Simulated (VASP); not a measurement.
A run of VASP 6.6.1 is set up as follows.

The input INCAR:

```
SYSTEM = Nb
  PREC = Accurate
  ENCUT = 520
  EDIFF = 1E-6
  ISMEAR = -1
  SIGMA = 0.05
  LREAL = .False.
  LASPH = .True.
  NELM = 150
  ALGO = Normal
  ISIF = 2
  LWAVE = .False.
  LCHARG = .False.
  ISPIN = 2
  MAGMOM = 1
  LORBIT = 11
  LMAXMIX = 4
  GGA = PE
  NBANDS = 16
```

File KPOINTS:

```
Automatic mesh
0
Gamma
  13 13 13
  0 0 0
```

File POSCAR:

```
Nb
1.0
    2.6066149515      0.0000000000      0.0000000000
    0.0000000000      2.6066149515      0.0000000000
    0.0000000000      0.0000000000      2.6066149515
Nb
1
Direct
    0.0000000000      0.0000000000      0.0000000000
```

Potentials or basis: VASP PAW PBE potentials, release 64 (Nb_sv).

Run with:

```bash
$ cat potpaw_PBE.64/Nb_sv/POTCAR > POTCAR
$ mpirun -np 1 vasp_std > vasp.out
```

Problem. Estimate the net moment.

Solution. 0.00 μB per cell.

Problem. Predict the pressure.

Solution. 21.0 GPa.
